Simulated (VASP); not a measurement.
Input of a VASP 6.6.1 run:

Contents of INCAR:

```
PREC     = Accurate       # precision mode
ENCUT    = 520            # plane-wave cutoff, eV
EDIFF    = 1E-6           # SCF threshold, eV
ISMEAR   = 0              # smearing method
SIGMA    = 0.05           # smearing width, eV
LREAL    = F              # projectors in reciprocal space
LASPH    = T              # aspherical terms in the spheres
NELM     = 150            # most SCF steps
ALGO     = Normal         # electronic algorithm
ISIF     = 2              # what is computed and relaxed
LWAVE    = F              # write WAVECAR
LCHARG   = F              # write CHGCAR
ISPIN    = 2              # spin polarisation
MAGMOM   = 1.94 0.13 0.13 0.13 # initial moments
LORBIT   = 11             # projections on sites
LMAXMIX  = 4              # l up to which the mixer works
LDAU     = T              # DFT+U
LDAUTYPE = 2            
LDAUL    = 2 -1           # shell
LDAUU    = 2 0            # U, eV
LDAUJ    = 0 0          
LDAUPRINT= 1            
GGA      = PE             # functional
NBANDS   = 26             # bands
```

Contents of KPOINTS:

```
Automatic mesh
0
Gamma
  6 6 6
```

File POSCAR:

```
OsI3
1.0
    5.5370319512      0.0000000000      0.0000000000
    0.0000000000      5.5370319512      0.0000000000
    0.0000000000      0.0000000000      5.5370319512
Os I
1 3
Direct
    0.0000000000      0.0000000000      0.0000000000
    0.5000000000      0.0000000000      0.0000000000
    0.0000000000      0.0000000000      0.5000000000
    0.0000000000      0.5000000000      0.0000000000
```

Potentials or basis: VASP PAW PBE potentials, release 64 (Os, I).

The run is started by

```console
$ cat potpaw_PBE.64/Os/POTCAR potpaw_PBE.64/I/POTCAR > POTCAR
$ mpirun -np 1 vasp_std > vasp.out
```

(1) Predict the net moment.

(2) Predict the site moments.

(3) What does it give for the pressure?

Results:

(1) 3.08 μB per cell.

(2) Os +2.56; I +0.14 μB.

(3) 0.7 GPa.
